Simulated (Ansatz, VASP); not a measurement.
## Mo2Br in VASP and in Ansatz

```
Mo Br
1.0
     0.00000    3.81281    3.81281
     3.81281    0.00000    3.81281
     3.81281    3.81281    0.00000
Mo Br
4 2
Direct
  0.12500 0.62500 0.12500
  0.12500 0.12500 0.62500
  0.62500 0.12500 0.12500
  0.12500 0.12500 0.12500
  0.75000 0.75000 0.75000
  0.50000 0.50000 0.50000
```

Change from the starting cell: species swapped into the SrPt2 type (Fd-3m, No. 227).

Alike in both runs: functional PBE; k mesh 4 × 4 × 4; occupations gaussian, width 0.1 eV; collinear spin.

Ansatz relaxed the structure, and its values are those at the end. VASP's run is a single point on that final structure, the one shown.

|  | VASP | Ansatz |
| --- | --- | --- |
| version | VASP 6.6.1 | Ansatz 0.2.0 |
| potentials or method | VASP PAW PBE potentials, release 64 (Mo_sv, Br), cutoff 520 eV | scalar-relativistic, plane waves, PAW |
| valence electrons in the cell | 70 | 70 |

Ansatz gave:

* gap on the k mesh at the Fermi level (eV): none
* pressure (GPa): -0.3
* net moment per atom (μB): 0.00

**Question.** Estimate VASP's values.

**Answer.** gap on the k mesh at the Fermi level (eV): none; pressure (GPa): -0.1; net moment per atom (μB): 0.00.

A gap of «none» marks a metal or a gap that the smearing closes. Ansatz's warnings: seeded moment not kept.
